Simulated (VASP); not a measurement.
CdTe, 2 atoms in the cell. Symmetry: F-43m, No. 216, cubic system. The conventional cell has a = 6.617 Å, b = 6.617 Å, c = 6.617 Å, α = 90.00°, β = 90.00°, γ = 90.00°. Within 3.8 Å of Cd (site symmetry -43m) lie 4 Te at 2.87 Å. Within 3.8 Å of Te (site symmetry -43m) lie 4 Cd at 2.87 Å. 

```yaml
Program: VASP 6.6.1
Task: single point
Functional: r2SCAN
Potentials_or_basis: VASP PAW PBE potentials, release 64 (Cd, Te)
Cutoff: 520 eV
k_mesh: 5 × 5 × 5
Occupations: gaussian, width 0.01 eV
Spin: no spin polarisation
Dipole_correction: no
Further_INCAR_settings: ALGO = Normal; EDIFF = 1e-07; NBANDS = 16
```

Potentials or basis: VASP PAW PBE potentials, release 64 (Cd, Te).

Command:

```console
$ cat potpaw_PBE.64/Cd/POTCAR potpaw_PBE.64/Te/POTCAR > POTCAR
$ cp INCAR.step1 INCAR
$ mpirun -np 1 vasp_std > vasp.out
$ cp INCAR.step2 INCAR
$ mpirun -np 1 vasp_std > vasp.out
```

Hardware: 1 thread of Intel(R) Xeon(R) 6975P-C (Granite Rapids), on a shared host.

Problem. Estimate the wall time of this run.

Solution. Run time: 35 s on 1 thread of Intel(R) Xeon(R) 6975P-C (Granite Rapids), with other jobs on the host, peak memory 0.22 GiB. Counts: k points 10.
